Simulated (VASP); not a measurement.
C, 4 atoms in the cell. The cell holds a slab with vacuum, 4 atoms: a = 2.526 Å, b = 3.572 Å, c = 17.263 Å, α = 90.00°, β = 90.00°, γ = 90.00°. 

| Property | Result |
| --- | --- |
| Program | VASP 6.6.1 |
| Task | single point |
| Functional | PBE |
| Potentials or basis | VASP PAW PBE potentials, release 64 (C) |
| Cutoff | 520 eV |
| k mesh | 12 × 8 × 1 |
| Occupations | fermi-dirac, width 0.02 eV |
| Spin | no spin polarisation |
| Dipole correction | yes |
| k mesh for the DOS | 18 × 12 × 1 |
| Occupations for the DOS | tetrahedron |
| Further INCAR settings | ALGO = Normal; EDIFF = 1e-07 |

Potentials or basis: VASP PAW PBE potentials, release 64 (C).

The run is started by

```sh
$ cat potpaw_PBE.64/C/POTCAR > POTCAR
$ cp INCAR.step1 INCAR
$ cp KPOINTS.step1 KPOINTS
$ mpirun -np 1 vasp_std > vasp.out
$ cp INCAR.step2 INCAR
$ cp KPOINTS.step2 KPOINTS
$ mpirun -np 1 vasp_std > vasp.out
```

Hardware: 1 thread of Intel(R) Xeon(R) Platinum 8488C (Sapphire Rapids) (shared host).

Task: How long does it take, and how much memory?

Result: It took 2.8 min on 1 thread of Intel(R) Xeon(R) Platinum 8488C (Sapphire Rapids) (shared host), peak memory 0.28 GiB. Counts: k points 70.
